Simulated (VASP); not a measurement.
Here is a VASP 6.6.1 calculation.

INCAR

```
SYSTEM = Pb
PREC = Accurate
ENCUT = 520
EDIFF = 1E-6
ISMEAR = -1
SIGMA = 0.15
LREAL = .FALSE.
LASPH = .TRUE.
NELM = 60
ALGO = Normal
ISIF = 2
LWAVE = .FALSE.
LCHARG = .FALSE.
GGA = CA
NBANDS = 13
```

Contents of KPOINTS:

```
regular mesh
0
G
  6 6 6
  0 0 0
```

POSCAR

```
Pb
1.0
    0.0000000000      3.2310000000      3.2310000000
    3.2310000000      0.0000000000      3.2310000000
    3.2310000000      3.2310000000      0.0000000000
Pb
1
Direct
    0.0000000000      0.0000000000      0.0000000000
```

Potentials or basis: VASP PAW LDA potentials, release 64 (Pb_d).

Launch:

```console
$ cat potpaw_LDA.64/Pb_d/POTCAR > POTCAR
$ mpirun -np 1 vasp_std > vasp.out
```

(1) Estimate the band gap on the k mesh.

(2) What does it give for the pressure?

Answers

(1) zero (band 7 reaches 3.55 eV, above the bottom of band 8 at 0.45 eV).

(2) -6.1 GPa.

Caveat: spin-orbit coupling is left out, which moves the levels of the heavy elements.
